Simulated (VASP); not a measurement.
KBr:

```
Br K
1.0
     0.00000    3.30000    3.30000
     3.30000    0.00000    3.30000
     3.30000    3.30000    0.00000
Br K
1 1
Direct
  0.50000 0.50000 0.50000
  0.00000 0.00000 0.00000
```

| Quantity | Value |
| --- | --- |
| Program | VASP 6.6.1 |
| Task | relaxation of cell and atoms |
| Functional | RPBE |
| Potentials or basis | VASP PAW PBE potentials, release 64 (Br, K_sv) |
| Cutoff | 600 eV |
| k mesh | 7 × 7 × 7 |
| Occupations | fermi-dirac, width 0.05 eV |
| Spin | no spin polarisation |

At the start: pressure 2.2 GPa; volume 35.94 Å³/atom.

Q: Where does the relaxation end?

A: Over 4 steps the energy falls by 33.2 meV/atom and the volume is 41.52 Å³/atom (+15.5 %); space group Fm-3m (No. 225, to 0.1 Å) before and after.

Step by step:
| step | energy change (eV) | largest force (eV/Å) | pressure (GPa) | volume (Å³) |
| --- | --- | --- | --- | --- |
| 1 | 0.0000 | 0.0000 | 2.17 | 71.87 |
| 2 | -0.0494 | 0.0000 | 0.97 | 77.06 |
| 3 | -0.0659 | 0.0000 | 0.15 | 82.02 |
| 4 | -0.0664 | 0.0000 | 0.00 | 83.04 |

Final structure:
```
CELL_PARAMETERS angstrom
0.00000 3.46269 3.46269
3.46269 0.00000 3.46269
3.46269 3.46269 0.00000
ATOMIC_POSITIONS crystal
Br 0.50000 0.50000 0.50000
K 0.00000 0.00000 0.00000
```

Caveat: the volume moved by over 15 % at a fixed basis, so the end points are rough; the PAW data sets were made with another functional, which shifts forces and pressure a little.
